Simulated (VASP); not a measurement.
# Ag (R-3m) in VASP: a series of runs

Runs on Ag. Level: r2SCAN. Tasks: single point.

All numbers are computed with VASP 6.6.1; they aren't measurements. Logs are shortened: lines on timing, memory, paths and dates and some standing lists are left out, and cuts for length are marked.

### 1 The cell of the first run

Symmetry: R-3m, No. 166, trigonal system. Conventional cell: a = 3.165 Å, b = 3.165 Å, c = 6.130 Å, α = 90.00°, β = 90.00°, γ = 120.00°. Within 3.6 Å of Ag (site symmetry -3m) lie 12 Ag at 2.74 to 3.16 Å.

### 2 Single point, r2SCAN

Input file POSCAR:

```
Ag
1.0
    1.5822930000      0.9135410000      2.0432610000
   -1.5822930000      0.9135410000      2.0432610000
    0.0000000000     -1.8270720000      2.0432610000
Ag
1
Direct
    0.0000000000      0.0000000000      0.0000000000
```

Input file INCAR.step1:

```
PREC = Accurate
ENCUT = 520
ISMEAR = 1
SIGMA = 0.2802
LREAL = False
LASPH = True
NELM = 100
NBANDS = 12
GGA = PE
ALGO = Normal
EDIFF = 1E-4
LWAVE = True
LCHARG = False
```

Input file INCAR.step2:

```
PREC = Accurate
ENCUT = 520
EDIFF = 1E-6
ISMEAR = 1
SIGMA = 0.2802
LREAL = False
LASPH = True
NELM = 100
ALGO = Normal
ISIF = 2
LWAVE = False
LCHARG = True
METAGGA = R2SCAN
LMIXTAU = True
LELF = True
LVHAR = True
NBANDS = 12
ISTART = 1
```

Input file KPOINTS:

```
Automatic mesh
0
Gamma
  7 7 7
```

Potentials or basis: VASP PAW PBE potentials, release 64 (Ag).

Launch:

```console
> cat potpaw_PBE.64/Ag/POTCAR > POTCAR
> cp INCAR.step1 INCAR
> mpirun -np 1 vasp_std > vasp.out
> cp INCAR.step2 INCAR
> mpirun -np 1 vasp_std > vasp.out
```

OUTCAR:

```text
PREC = Accurate
   ENCUT = 520
   EDIFF = 1E-6
   ISMEAR = 1
   LREAL = False
   LASPH = True
   NELM = 100
   ISIF = 2
   METAGGA = R2SCAN
   ISTART = 1

 ion  position               nearest neighbor table
   1  0.000  0.000  0.000-

  LATTYP: Found a trigonal (rhomboedric) cell.
 ALAT       =     2.7410048536
 COS(alpha) =     0.3335247891

  Lattice vectors:

 A1 = (   1.5822930000,   0.9135410000,   2.0432610000)
 A2 = (  -1.5822930000,   0.9135410000,   2.0432610000)
 A3 = (   0.0000000000,  -1.8270720000,   2.0432610000)

Analysis of symmetry for initial positions (statically):
=====================================================================
 Subroutine PRICEL returns:
 Original cell was already a primitive cell.

 Routine SETGRP: Setting up the symmetry group for a
 trigonal (rhombohedral) supercell.

 Subroutine GETGRP returns: Found 12 space group operations
 (whereof 12 operations were pure point group operations)
 out of a pool of 12 trial point group operations.

The static configuration has the point symmetry D_3d.

Analysis of symmetry for dynamics (positions and initial velocities):
=====================================================================
 Subroutine PRICEL returns:
 Original cell was already a primitive cell.

 Routine SETGRP: Setting up the symmetry group for a
 trigonal (rhombohedral) supercell.

 Subroutine GETGRP returns: Found 12 space group operations
 (whereof 12 operations were pure point group operations)
 out of a pool of 12 trial point group operations.

The dynamic configuration has the point symmetry D_3d.

 Subroutine INISYM returns: Found 12 space group operations
 (whereof 12 operations are pure point group operations),
 and found     1 'primitive' translations

----------------------------------------------------------------------------------------

                                     Primitive cell

  volume of cell :      17.7210

  direct lattice vectors                    reciprocal lattice vectors
     1.582293000  0.913541000  2.043261000     0.315997100  0.182440936  0.163137614
    -1.582293000  0.913541000  2.043261000    -0.315997100  0.182440936  0.163137614
     0.000000000 -1.827072000  2.043261000     0.000000000 -0.364881871  0.163138507

  length of vectors
     2.741007809  2.741007809  2.741004854     0.399690810  0.399690810  0.399691071

  position of ions in fractional coordinates (direct lattice)
     0.000000000  0.000000000  0.000000000

  ion indices of the primitive-cell ions
   primitive index   ion index
                 1           1

----------------------------------------------------------------------------------------

 KPOINTS: Automatic mesh

Automatic generation of k-mesh.
 Grid dimensions read from file:
 generate k-points for:    7    7    7

 Generating k-lattice:

  Cartesian coordinates                     Fractional coordinates (reciprocal lattice)
     0.045142443  0.026062991  0.023305373     0.142857143 -0.000000000 -0.000000000
    -0.045142443  0.026062991  0.023305373    -0.000000000  0.142857143 -0.000000000
     0.000000000 -0.052125982  0.023305501     0.000000000  0.000000000  0.142857143

  Length of vectors
     0.057098687  0.057098687  0.057098724

  Shift w.r.t. Gamma in fractional coordinates (k-lattice)
     0.000000000  0.000000000  0.000000000

 Subroutine IBZKPT returns following result:
 ===========================================

 Found     44 irreducible k-points:

 Following reciprocal coordinates:
            Coordinates               Weight
  0.000000  0.000000  0.000000      1.000000
  0.142857  0.000000  0.000000      6.000000
  0.285714  0.000000  0.000000      6.000000
  0.428571  0.000000  0.000000      6.000000
  0.142857  0.142857  0.000000      6.000000
  0.285714  0.142857  0.000000     12.000000
[... 16 lines left out ...]
  0.285714  0.285714  0.142857      6.000000
  0.428571  0.285714  0.142857     12.000000
 [... further k-points ...]
   k-points           NKPTS =     44   k-points in BZ     NKDIM =     44   number of bands    NBANDS=     12
   number of dos      NEDOS =    301   number of ions     NIONS =      1
   total plane-waves  NPLWV =   8000
   dimension x,y,z NGX =    20 NGY =   20 NGZ =   20
   dimension x,y,z NGXF=    40 NGYF=   40 NGZF=   40
   ions per type =               1
   NGX,Y,Z   is equivalent  to a cutoff of  12.13, 12.13, 12.13 a.u.
   NGXF,Y,Z  is equivalent  to a cutoff of  24.26, 24.26, 24.26 a.u.
 SYSTEM =  unknown system
   PREC   = accura    normal or accurate (medium, high low for compatibility)
   ISTART =      1    job   : 0-new  1-cont  2-samecut
   ICHARG =      0    charge: 1-file 2-atom 10-const
   ISPIN  =      1    spin polarized calculation?
   LNONCOLLINEAR =      F non collinear calculations
   LSORBIT =      F    spin-orbit coupling
   LASPH  =      T    aspherical Exc in radial PAW
   ENCUT  =  520.0 eV  38.22 Ry    6.18 a.u.   5.10  5.10  5.10*2*pi/ulx,y,z
   NELM   =    100;   NELMIN=  2; NELMDL=  0     # of ELM steps
   EDIFF  = 0.1E-05   stopping-criterion for ELM
   LREAL  =      F    real-space projection
   EDIFFG = 0.1E-04   stopping-criterion for IOM
   NSW    =      0    number of steps for IOM
   IBRION =     -1    ionic relax: 0-MD 1-quasi-New 2-CG
   NFREE  =      0    steps in history (QN), initial steepest desc. (CG)
   ISIF   =      2    stress and relaxation
   ISYM   =      2    0-nonsym 1-usesym 2-fastsym
   POTIM  = 0.5000    time-step for ionic-motion
   TEBEG  =    0.0;   TEEND  =   0.0 temperature during run
   PSTRESS=    0.0 pullay stress
   NELECT =      11.0000    total number of electrons
   NUPDOWN=      -1.0000    fix difference up-down
   EMIN   =  10.00;   EMAX   =-10.00  energy-range for DOS
   EFERMI =   0.00;   METHOD = LEGACY
   ISMEAR =     1;   SIGMA  =   0.28  broadening in eV -4-tet -1-fermi 0-gaus
   EFERMI_NEDOS =   21; number of points for ismear=-14 and -15
   IALGO  =     38    algorithm
   IMIX   =      4    mixing-type and parameters
     AMIX     =   0.40;   BMIX     =  1.00
     AMIX_MAG =   1.60;   BMIX_MAG =  1.00
  volume/ion in A,a.u.               =      17.72       119.59
  Fermi-wavevector in a.u.,A,eV,Ry     =   1.396506  2.639014 26.534489  1.950230
  Thomas-Fermi vector in A             =   2.519854
   LORBIT       =      0    0 simple, 1 ext, 2 COOP (PROOUT), +10 PAW based schemes
   METAGGA = R2SCAN    functional components
   LHFCALC =     F    Hartree Fock is set to
   AEXX    =    0.0000 exact exchange contribution
   IVDW    =     0    specifies the selected vdW correction
   LEPSILON=     F    determine dielectric tensor
   LRPA    =     F    only Hartree local field effects (RPA)
 non-spin polarized calculation
 Methfessel and Paxton  Order N= 1 SIGMA  =   0.28
  energy-cutoff  :      520.00
  volume of cell :       17.72
 maximum number of plane-waves:       488
   NGX = 11   NGY = 11   NGZ = 11

 number of electron      11.0000001 magnetization

 Free energy of the ion-electron system (eV)
  ---------------------------------------------------
  ext. energy  EPLUGINS =         0.00000000
  ---------------------------------------------------
  free energy    TOTEN  =       -21.21819340 eV

  energy without entropy =      -21.21419803  energy(sigma->0) =      -21.21686161

 E-fermi :   8.0324     XC(G=0): -12.6625

 val. band max:        8.0319313434   @ k =  -0.4286   0.1429   0.0000
 cond. band min:       8.0893169829   @ k =   0.4286   0.4286   0.2857
 fundamental gap:      0.0573856395
 Fermi energy:         8.0324173272

 k-point     1 :       0.0000    0.0000    0.0000
  band No.  band energies     occupation
      1       0.2604      2.00000
      2       2.0770      2.00000
      3       2.0770      2.00000
      4       3.8911      2.00000
      5       4.1599      2.00000
      6       4.1599      2.00000
      7      23.6424      0.00000
      8      25.6866      0.00000
      9      25.6867      0.00000
     10      31.4783      0.00000
     11      31.4783      0.00000
     12      31.7350      0.00000

 k-point     2 :       0.1429    0.0000    0.0000
  band No.  band energies     occupation
      1       0.7839      2.00000
      2       2.1203      2.00000
      3       2.2615      2.00000
      4       3.9041      2.00000
      5       4.0773      2.00000
      6       4.1312      2.00000
      7      21.5820      0.00000
      8      24.5590      0.00000
      9      26.2080      0.00000
     10      30.7950      0.00000
     11      31.0938      0.00000
     12      33.5830      0.00000

 k-point     3 :       0.2857    0.0000    0.0000
  band No.  band energies     occupation
      1       1.4034      2.00000
      2       2.1386      2.00000
      3       3.5487      2.00000
      4       3.9282      2.00000
      5       4.0077      2.00000
      6       4.2635      2.00000
      7      16.4059      0.00000
      8      24.7896      0.00000
      9      26.5813      0.00000
     10      30.3361      0.00000
     11      30.9553      0.00000
     12      32.0313      0.00000

 k-point     4 :       0.4286    0.0000    0.0000
  band No.  band energies     occupation
      1       1.3878      2.00000
      2       2.0691      2.00000
      3       3.8709      2.00000
      4       4.0729      2.00000
      5       4.5895      2.00000
      6       6.3350      2.00000
      7      11.7647     -0.00000
      8      24.3788      0.00000
      9      25.8557      0.00000
     10      30.6237      0.00000
     11      31.3009      0.00000
     12      31.3825      0.00000

 k-point     5 :       0.1429    0.1429    0.0000
  band No.  band energies     occupation
      1       1.0769      2.00000
      2       2.1337      2.00000
      3       2.5304      2.00000
      4       3.6447      2.00000
      5       3.9721      2.00000
      6       4.1908      2.00000
      7      23.2889      0.00000
      8      23.4085      0.00000
      9      24.8432      0.00000
     10      29.5835      0.00000
     11      32.4209      0.00000
     12      32.7829      0.00000
[... 228 lines left out ...]
      1       1.8608      2.00000
      2       2.5525      2.00000
      3       3.2056      2.00000
      4       3.4943      2.00000
      5       4.2277      2.00000
      6       6.1896      2.00000
      7      14.5133      0.00000
      8      22.7925      0.00000
      9      23.4057      0.00000
     10      26.9269      0.00000
     11      32.9183      0.00000
     12      34.9018      0.00000

 k-point    22 :      -0.1429    0.1429    0.1429
  band No.  band energies     occupation
      1       1.8498      2.00000
      2       2.1515      2.00000
      3       2.5896      2.00000
      4       3.5243      2.00000
      5       4.2949      2.00000
      6       4.5485      2.00000
      7      19.5860      0.00000
      8      22.5294      0.00000
      9      23.3439      0.00000
     10      28.0932      0.00000
     11      32.9759      0.00000
     12      34.5999      0.00000

 k-point    23 :       0.2857    0.2857    0.1429
  band No.  band energies     occupation
      1       2.1391      2.00000
      2       2.4202      2.00000
      3       3.3119      2.00000
      4       3.3682      2.00000
      5       4.0719      2.00000
      6       4.4460      2.00000
      7      21.3056      0.00000
      8      22.8925      0.00000
      9      25.0159      0.00000
     10      26.5549      0.00000
     11      29.1417      0.00000
     12      31.2371      0.00000

 k-point    24 :       0.4286    0.2857    0.1429
  band No.  band energies     occupation
      1       2.1192      2.00000
      2       2.2967      2.00000
      3       3.2652      2.00000
      4       3.6960      2.00000
      5       4.0065      2.00000
      6       6.8417      2.00000
      7      16.6302      0.00000
      8      22.2310      0.00000
      9      23.8660      0.00000
     10      25.7873      0.00000
     11      29.1169      0.00000
     12      31.8194      0.00000

 [... further k-points ...]
[... 5 lines left out ...]
  --------------------------------------------------------------------------------------
  -------------------------------------------------------------------------------------
  Total       -0.2173200     -0.2173202      1.3579497      0.0000000      0.0000022      0.0000000
  in kB      -19.6481544    -19.6481707    122.7738269      0.0000000      0.0002003      0.0000000
  external PRESSURE =      27.8258339 kB  Pullay stress =       0.0000000 kB

 VOLUME and BASIS-vectors are now :
 -----------------------------------------------------------------------------
  energy-cutoff  :      520.00
  volume of cell :       17.72
      direct lattice vectors                 reciprocal lattice vectors
     1.582293000  0.913541000  2.043261000     0.315997100  0.182440936  0.163137614
    -1.582293000  0.913541000  2.043261000    -0.315997100  0.182440936  0.163137614
     0.000000000 -1.827072000  2.043261000     0.000000000 -0.364881871  0.163138507

 POSITION                                       TOTAL-FORCE (eV/Angst)
 -----------------------------------------------------------------------------------
      0.00000      0.00000      0.00000        -0.000000      0.000000      0.000000
 -----------------------------------------------------------------------------------
    total drift:                               -0.000000      0.000000     -0.000000

  FREE ENERGIE OF THE ION-ELECTRON SYSTEM (eV)
  ---------------------------------------------------
  free  energy   TOTEN  =       -21.2181934047 eV

  energy  without entropy=      -21.2141980286  energy(sigma->0) =      -21.21686161
```

It took 23 s on 1 thread of AMD EPYC 7R13 (Zen 3), shared host; peak memory 0.1 GiB.

Results:

* Free energy: -21.2182 eV
* Pressure: 2.8 GPa

Levels at points of the mesh, in eV from the Fermi level:
```tsv
k point	band 4	band 5	band 6	band 7	band 8	band 9
(0.00, 0.00, 0.00)	-4.14	-3.87	-3.87	15.61	17.65	17.65
```

Caveat: the PAW data sets were made with another functional, which shifts forces and pressure a little.

(Part 1 of 2 ends here.)
